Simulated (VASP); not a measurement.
# FeO (I4/mmm) in VASP: further runs

FeO is run at these levels: PBEsol; tasks: single point.

All numbers are computed with VASP 6.6.1; they aren't measurements. Logs are shortened: lines on timing, memory, paths and dates and some standing lists are left out, and cuts for length are marked.

## 1. The cell of the first run

The structure is tetragonal, space group I4/mmm (No. 139). The conventional cell has a = 3.204 Å, b = 3.204 Å, c = 4.167 Å, α = 90.00°, β = 90.00°, γ = 90.00°. Fe (site symmetry 4/mmm) has 6 O at 2.08 to 2.27 Å within 2.8 Å. O (site symmetry 4/mmm) has 6 Fe at 2.08 to 2.27 Å within 2.8 Å.

## 2. Single point, PBEsol

INCAR reads:

```
ALGO = Normal ; EDIFF = 1E-6
ENCUT = 520 ; GGA = PS
ISIF = 2 ; ISMEAR = -1
LASPH = T ; LCHARG = F
LREAL = F ; LWAVE = F
NBANDS = 14 ; NELM = 60
PREC = Accurate ; SIGMA = 0.05
```

KPOINTS reads:

```
k-points
0
Gamma
  12 12 12
```

POSCAR reads:

```
FeO
1.0
   -1.6021034130      1.6021034130      2.0833922500
    1.6021034130     -1.6021034130      2.0833922500
    1.6021034130      1.6021034130     -2.0833922500
Fe O
1 1
Direct
    0.0000000000      0.0000000000      0.0000000000
    0.5000000000      0.5000000000      0.0000000000
```

Potentials or basis: VASP PAW PBE potentials, release 64 (Fe, O).

Run with:

```sh
$ cat potpaw_PBE.64/Fe/POTCAR potpaw_PBE.64/O/POTCAR > POTCAR
$ mpirun -np 1 vasp_std > vasp.out
```

OUTCAR:

```text
EDIFF = 1E-6
   ENCUT = 520
   GGA = PS
   ISIF = 2
   ISMEAR = -1
   LASPH = T
   LREAL = F
   NELM = 60
   PREC = Accurate

 ion  position               nearest neighbor table
   1  0.000  0.000  0.000-   2 2.08   2 2.08   2 2.27   2 2.27   2 2.27   2 2.27
   2  0.500  0.500  0.000-   1 2.08   1 2.08   1 2.27   1 2.27   1 2.27   1 2.27

  LATTYP: Found a body centered tetragonal cell.
 ALAT       =     3.2042068260
 C/A-ratio  =     1.3004105934

  Lattice vectors:

 A1 = (  -1.6021034130,   1.6021034130,   2.0833922500)
 A2 = (   1.6021034130,  -1.6021034130,   2.0833922500)
 A3 = (   1.6021034130,   1.6021034130,  -2.0833922500)

Analysis of symmetry for initial positions (statically):
=====================================================================
 Subroutine PRICEL returns:
 Original cell was already a primitive cell.

 Routine SETGRP: Setting up the symmetry group for a
 body centered tetragonal supercell.

 Subroutine GETGRP returns: Found 16 space group operations
 (whereof 16 operations were pure point group operations)
 out of a pool of 16 trial point group operations.

The static configuration has the point symmetry D_4h.

Analysis of symmetry for dynamics (positions and initial velocities):
=====================================================================
 Subroutine PRICEL returns:
 Original cell was already a primitive cell.

 Routine SETGRP: Setting up the symmetry group for a
 body centered tetragonal supercell.

 Subroutine GETGRP returns: Found 16 space group operations
 (whereof 16 operations were pure point group operations)
 out of a pool of 16 trial point group operations.

The dynamic configuration has the point symmetry D_4h.

 Subroutine INISYM returns: Found 16 space group operations
 (whereof 16 operations are pure point group operations),
 and found     1 'primitive' translations

----------------------------------------------------------------------------------------

                                     Primitive cell

  volume of cell :      21.3901

  direct lattice vectors                    reciprocal lattice vectors
    -1.602103413  1.602103413  2.083392250     0.000000000  0.312089717  0.239993213
     1.602103413 -1.602103413  2.083392250     0.312089717  0.000000000  0.239993213
     1.602103413  1.602103413 -2.083392250     0.312089717  0.312089717  0.000000000

  length of vectors
     3.077985373  3.077985373  3.077985373     0.393696245  0.393696245  0.441361510

  position of ions in fractional coordinates (direct lattice)
     0.000000000  0.000000000  0.000000000
     0.500000000  0.500000000  0.000000000

  ion indices of the primitive-cell ions
   primitive index   ion index
                 1           1
                 2           2

----------------------------------------------------------------------------------------

 KPOINTS: k-points

Automatic generation of k-mesh.
 Grid dimensions read from file:
 generate k-points for:   12   12   12

 Generating k-lattice:

  Cartesian coordinates                     Fractional coordinates (reciprocal lattice)
     0.000000000  0.026007476  0.019999434     0.083333333 -0.000000000  0.000000000
     0.026007476  0.000000000  0.019999434    -0.000000000  0.083333333  0.000000000
     0.026007476  0.026007476  0.000000000     0.000000000  0.000000000  0.083333333

  Length of vectors
     0.032808020  0.032808020  0.036780126

  Shift w.r.t. Gamma in fractional coordinates (k-lattice)
     0.000000000  0.000000000  0.000000000

 Subroutine IBZKPT returns following result:
 ===========================================

 Found    163 irreducible k-points:

 Following reciprocal coordinates:
            Coordinates               Weight
  0.000000  0.000000  0.000000      1.000000
  0.083333  0.000000 -0.000000      8.000000
  0.166667  0.000000 -0.000000      8.000000
  0.250000  0.000000 -0.000000      8.000000
  0.333333 -0.000000  0.000000      8.000000
  0.416667  0.000000 -0.000000      8.000000
[... 16 lines left out ...]
  0.500000  0.166667 -0.000000     16.000000
 -0.416667  0.166667  0.000000     16.000000
 [... further k-points ...]
   k-points           NKPTS =    163   k-points in BZ     NKDIM =    163   number of bands    NBANDS=     14
   number of dos      NEDOS =    301   number of ions     NIONS =      2
   total plane-waves  NPLWV =  13824
   dimension x,y,z NGX =    24 NGY =   24 NGZ =   24
   dimension x,y,z NGXF=    48 NGYF=   48 NGZF=   48
   ions per type =               1   1
   NGX,Y,Z   is equivalent  to a cutoff of  12.96, 12.96, 12.96 a.u.
   NGXF,Y,Z  is equivalent  to a cutoff of  25.93, 25.93, 25.93 a.u.
 SYSTEM =  unknown system
   PREC   = accura    normal or accurate (medium, high low for compatibility)
   ISTART =      0    job   : 0-new  1-cont  2-samecut
   ICHARG =      2    charge: 1-file 2-atom 10-const
   ISPIN  =      1    spin polarized calculation?
   LNONCOLLINEAR =      F non collinear calculations
   LSORBIT =      F    spin-orbit coupling
   LASPH  =      T    aspherical Exc in radial PAW
   ENCUT  =  520.0 eV  38.22 Ry    6.18 a.u.   5.72  5.72  5.72*2*pi/ulx,y,z
   NELM   =     60;   NELMIN=  2; NELMDL= -5     # of ELM steps
   EDIFF  = 0.1E-05   stopping-criterion for ELM
   LREAL  =      F    real-space projection
   EDIFFG = 0.1E-04   stopping-criterion for IOM
   NSW    =      0    number of steps for IOM
   IBRION =     -1    ionic relax: 0-MD 1-quasi-New 2-CG
   NFREE  =      0    steps in history (QN), initial steepest desc. (CG)
   ISIF   =      2    stress and relaxation
   ISYM   =      2    0-nonsym 1-usesym 2-fastsym
   POTIM  = 0.5000    time-step for ionic-motion
   TEBEG  =    0.0;   TEEND  =   0.0 temperature during run
   PSTRESS=    0.0 pullay stress
   NELECT =      14.0000    total number of electrons
   NUPDOWN=      -1.0000    fix difference up-down
   EMIN   =  10.00;   EMAX   =-10.00  energy-range for DOS
   EFERMI =   0.00;   METHOD = LEGACY
   ISMEAR =    -1;   SIGMA  =   0.05  broadening in eV -4-tet -1-fermi 0-gaus
   EFERMI_NEDOS =   21; number of points for ismear=-14 and -15
   IALGO  =     38    algorithm
   IMIX   =      4    mixing-type and parameters
     AMIX     =   0.40;   BMIX     =  1.00
     AMIX_MAG =   1.60;   BMIX_MAG =  1.00
  volume/ion in A,a.u.               =      10.70        72.17
  Fermi-wavevector in a.u.,A,eV,Ry     =   1.421391  2.686039 27.488551  2.020352
  Thomas-Fermi vector in A             =   2.542205
   LORBIT       =      0    0 simple, 1 ext, 2 COOP (PROOUT), +10 PAW based schemes
   GGA     = PS    functional components
   LHFCALC =     F    Hartree Fock is set to
   AEXX    =    0.0000 exact exchange contribution
   IVDW    =     0    specifies the selected vdW correction
   LEPSILON=     F    determine dielectric tensor
   LRPA    =     F    only Hartree local field effects (RPA)
 non-spin polarized calculation
  energy-cutoff  :      520.00
  volume of cell :       21.39
 maximum number of plane-waves:       588
   NGX = 11   NGY = 11   NGZ = 11

 number of electron      14.0000002 magnetization

 Free energy of the ion-electron system (eV)
  ---------------------------------------------------
  ext. energy  EPLUGINS =         0.00000000
  ---------------------------------------------------
  free energy    TOTEN  =       -14.14137805 eV

  energy without entropy =      -14.06468714  energy(sigma->0) =      -14.10303260

 E-fermi :   4.6279     XC(G=0): -12.1042

 val. band max:        4.6272991496   @ k =  -0.4167   0.5000   0.2500
 cond. band min:       4.6295463334   @ k =  -0.4167  -0.4167   0.3333
 fundamental gap:      0.0022471838
 Fermi energy:         4.6278867506

 k-point     1 :       0.0000    0.0000    0.0000
  band No.  band energies     occupation
      1     -15.2659      2.00000
      2       1.0482      2.00000
      3       1.3171      2.00000
      4       1.3171      2.00000
      5       3.3462      2.00000
      6       3.3462      2.00000
      7       3.6021      2.00000
      8       3.7972      2.00000
      9       3.7999      2.00000
     10       5.5106      0.00000
     11      20.5356      0.00000
     12      22.2470      0.00000
     13      22.2470      0.00000
     14      22.2986      0.00000

 k-point     2 :       0.0833    0.0000   -0.0000
  band No.  band energies     occupation
      1     -15.2074      2.00000
      2       0.6887      2.00000
      3       0.9796      2.00000
      4       1.1084      2.00000
      5       3.4387      2.00000
      6       3.4448      2.00000
      7       3.8049      2.00000
      8       3.9267      2.00000
      9       3.9973      1.99999
     10       5.9225      0.00000
     11      19.4074      0.00000
     12      21.7725      0.00000
     13      22.1765      0.00000
     14      22.5153      0.00000

 k-point     3 :       0.1667    0.0000   -0.0000
  band No.  band energies     occupation
      1     -15.0435      2.00000
      2      -0.2571      2.00000
      3       0.4863      2.00000
      4       0.6653      2.00000
      5       3.6366      2.00000
      6       3.6429      2.00000
      7       3.9184      2.00000
      8       4.4772      1.90636
      9       4.5250      1.77353
     10       6.8653      0.00000
     11      17.5395      0.00000
     12      20.5058      0.00000
     13      21.6815      0.00000
     14      22.7874      0.00000
[... 324 lines left out ...]
 k-point    23 :       0.5000    0.1667   -0.0000
  band No.  band energies     occupation
      1     -14.3059      2.00000
      2      -2.4564      2.00000
      3      -0.7992      2.00000
      4      -0.4131      2.00000
      5       3.9913      1.99999
      6       4.4429      1.95175
      7       4.6033      1.24059
      8       5.4302      0.00000
      9       5.8273      0.00000
     10      10.4729      0.00000
     11      13.3533      0.00000
     12      15.7622      0.00000
     13      18.9081      0.00000
     14      24.1719      0.00000

 k-point    24 :      -0.4167    0.1667    0.0000
  band No.  band energies     occupation
      1     -14.4544      2.00000
      2      -2.0969      2.00000
      3      -0.5780      2.00000
      4      -0.1344      2.00000
      5       3.6567      2.00000
      6       4.3924      1.98215
      7       4.5431      1.68987
      8       5.1498      0.00006
      9       5.5907      0.00000
     10       9.8644      0.00000
     11      14.1282      0.00000
     12      16.2706      0.00000
     13      19.2511      0.00000
     14      23.1811      0.00000

 [... further k-points ...]

------------------------ aborting loop because EDIFF is reached ----------------------------------------

  FORCE on cell =-STRESS in cart. coord.  units (eV):
  Direction    XX          YY          ZZ          XY          YZ          ZX
  --------------------------------------------------------------------------------------
  -------------------------------------------------------------------------------------
  Total       -4.7342774     -4.7342774     -5.2263580      0.0000000     -0.0000000     -0.0000000
  in kB     -354.6109620   -354.6109620   -391.4692085      0.0000000     -0.0000000     -0.0000000
  external PRESSURE =    -366.8970442 kB  Pullay stress =       0.0000000 kB

 VOLUME and BASIS-vectors are now :
 -----------------------------------------------------------------------------
  energy-cutoff  :      520.00
  volume of cell :       21.39
      direct lattice vectors                 reciprocal lattice vectors
    -1.602103413  1.602103413  2.083392250     0.000000000  0.312089717  0.239993213
     1.602103413 -1.602103413  2.083392250     0.312089717  0.000000000  0.239993213
     1.602103413  1.602103413 -2.083392250     0.312089717  0.312089717  0.000000000

 POSITION                                       TOTAL-FORCE (eV/Angst)
 -----------------------------------------------------------------------------------
      0.00000      0.00000      0.00000        -0.000000      0.000000     -0.000000
      0.00000      0.00000      2.08339         0.000000      0.000000      0.000000
 -----------------------------------------------------------------------------------
    total drift:                               -0.000000      0.000000     -0.000000

  FREE ENERGIE OF THE ION-ELECTRON SYSTEM (eV)
  ---------------------------------------------------
  free  energy   TOTEN  =       -14.1413780476 eV

  energy  without entropy=      -14.0646871427  energy(sigma->0) =      -14.10303260
```

Wall time 20 s (1 thread of Intel Xeon 6975P-C (Granite Rapids), shared host); peak memory 0.17 GiB.

What came out:

| Item | Value |
| --- | --- |
| Free energy | -14.1414 eV |
| Pressure | -36.7 GPa |
| Band gap on the k mesh | zero (bands 7 and 8 overlap by 0.90 eV) |

Stress tensor (GPa, compression positive):
```
-35.46   0.00   0.00
  0.00 -35.46   0.00
  0.00   0.00 -39.15
```

Levels at points of the mesh, in eV from the Fermi level:
```tsv
k point	band 4	band 5	band 6	band 7	band 8	band 9	band 10	band 11
(0.00, 0.00, 0.00)	-3.31	-1.28	-1.28	-1.03	-0.83	-0.83	0.88	15.91
(0.50, 0.00, 0.00)	-5.11	-0.27	-0.21	0.00	1.28	1.73	4.67	8.74
(0.50, 0.50, 0.00)	-4.07	-2.21	-0.49	-0.04	0.04	0.05	6.13	8.50
(0.50, 0.50, 0.50)	-4.55	-2.12	-0.25	-0.08	-0.01	-0.01	6.27	9.53
```

Caveat: the cell stands under tension; the PAW data sets were made with another functional, which shifts forces and pressure a little; the run has no spin polarisation, though such a crystal can be magnetic; semilocal functionals often make such compounds metallic where correlation or magnetic order opens a gap, which also shifts bond lengths.

## 3. Single point, PBEsol, collinear spin, zero start

INCAR reads:

```
SYSTEM = FeO
PREC = Accurate
ENCUT = 520
EDIFF = 1E-6
ISMEAR = -1
SIGMA = 0.05
LREAL = .False.
LASPH = .True.
NELM = 150
ALGO = Normal
ISIF = 2
LWAVE = .False.
LCHARG = .False.
ISPIN = 2
MAGMOM = 0 0
LORBIT = 11
NUPDOWN = 0.0
LMAXMIX = 4
GGA = PS
NBANDS = 18
```

KPOINTS reads:

```
Automatic mesh
0
Gamma
  10 10 10
  0 0 0
```

POSCAR is that of step 2.

Potentials or basis: VASP PAW PBE potentials, release 64 (Fe, O).

Run with:

```sh
$ cat potpaw_PBE.64/Fe/POTCAR potpaw_PBE.64/O/POTCAR > POTCAR
$ mpirun -np 1 vasp_std > vasp.out
```

It took 34 s on 1 thread of Intel Xeon 6975P-C (Granite Rapids), shared host; peak memory 0.19 GiB.

It converged, with:

```
Free energy                                           : -14.1422 eV
Pressure                                              : -36.7 GPa
Net moment                                            : 0.00 μB per cell
Valence electrons inside the program's atomic spheres : Fe 6.79; O 4.87
```

Stress tensor (GPa, compression positive):
```
-35.51   0.00   0.00
  0.00 -35.51   0.00
  0.00   0.00 -39.20
```

Caveat: the cell stands under tension; the PAW data sets were made with another functional, which shifts forces and pressure a little; the total moment is fixed, so each spin has its own Fermi level.

## 4. Single point, PBEsol, collinear spin, ferromagnetic start

INCAR reads:

```
PREC = Accurate ; ENCUT = 520
EDIFF = 1E-6 ; ISMEAR = -1
SIGMA = 0.05 ; LREAL = False
LASPH = True ; NELM = 150
ALGO = Normal ; ISIF = 2
LWAVE = False ; LCHARG = False
ISPIN = 2 ; MAGMOM = 0.8 0
LORBIT = 11 ; NUPDOWN = 0.8
LMAXMIX = 4 ; GGA = PS
NBANDS = 18
```

KPOINTS reads:

```
Automatic mesh
0
Gamma
  10 10 10
```

POSCAR is that of step 3.

Run with:

```sh
$ cat potpaw_PBE.64/Fe/POTCAR potpaw_PBE.64/O/POTCAR > POTCAR
$ mpirun -np 1 vasp_std > vasp.out
```

It took 48 s on 1 thread of Intel Xeon 6975P-C (Granite Rapids), shared host; peak memory 0.18 GiB.

It converged, with:

* Free energy: -14.3101 eV
* Pressure: -33.7 GPa
* Net moment: 0.80 μB per cell
* Site moments: Fe +0.79; O +0.02 μB
* Valence electrons inside the program's atomic spheres: Fe 6.78; O 4.87

Stress tensor (GPa, compression positive):
```
-32.42   0.00   0.00
  0.00 -32.42   0.00
  0.00   0.00 -36.22
```

Caveat: the cell stands under tension; the PAW data sets were made with another functional, which shifts forces and pressure a little; the total moment is fixed, so each spin has its own Fermi level; a cell with one magnetic atom can't hold antiferromagnetic order, which such compounds often take.

## 5. The runs side by side

| spin | fixed moment (μB) | k mesh | pressure (GPa) | moment (μB) |
| --- | --- | --- | --- | --- |
| off | - | 12 × 12 × 12 | -36.7 | - |
| collinear, zero start | 0.0 | 10 × 10 × 10 | -36.7 | 0.00 |
| collinear, ferromagnetic start | 0.8 | 10 × 10 × 10 | -33.7 | 0.80 |

Alike in all rows: task single point; level PBEsol; potentials or basis VASP PAW PBE potentials, release 64 (Fe, O); cell as given; cutoff (eV) 520; smearing fermi-dirac 0.05 eV.

Caveats: the cell stands under tension; the PAW data sets were made with another functional, which shifts forces and pressure a little; the total moment is fixed, so each spin has its own Fermi level (at least some runs); semilocal functionals often make such compounds metallic where correlation or magnetic order opens a gap, which also shifts bond lengths (at least some runs); a cell with one magnetic atom can't hold antiferromagnetic order, which such compounds often take (at least some runs).

Total energies depend on the potentials used, so only differences within one code and one set of settings carry meaning.
